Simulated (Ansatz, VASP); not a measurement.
# MoS2: VASP beside Ansatz

```
Mo S
1.0
     3.18507    0.00000    0.00000
    -1.59253    2.75835    0.00000
     0.00000    0.00000   14.80798
Mo S
2 4
Direct
  0.66667 0.33333 0.25000
  0.33333 0.66667 0.75000
  0.66667 0.33333 0.64448
  0.33333 0.66667 0.35552
  0.66667 0.33333 0.85552
  0.33333 0.66667 0.14448
```

Alike in both runs: functional PBE; k mesh 12 × 12 × 2; occupations gaussian, width 0.02 eV; no spin polarisation.

Ansatz relaxed the structure, and its values are those at the end. VASP's run is a single point on that final structure, the one shown.

```csv
,VASP,Ansatz
version,VASP 6.6.1,Ansatz 0.2.0
potentials or method,"VASP PAW PBE potentials, release 64 (Mo_sv, S), cutoff 520 eV","scalar-relativistic, plane waves, PAW"
valence electrons in the cell,52,52
```

|  | VASP | Ansatz | Ansatz less VASP |
| --- | --- | --- | --- |
| gap on the k mesh at the Fermi level (eV) | 1.46 | 1.45 | -0.013 |
| least direct gap on the mesh (eV) | 1.67 | 1.66 | -0.004 |
| pressure (GPa) | -0.1 | 0.0 | +0.10 |
| rms of the force components (eV/Å) | 0.005 | 0.001 | -0.0042 |

With one functional, cell and mesh, what is left measures potentials, basis and numerics.
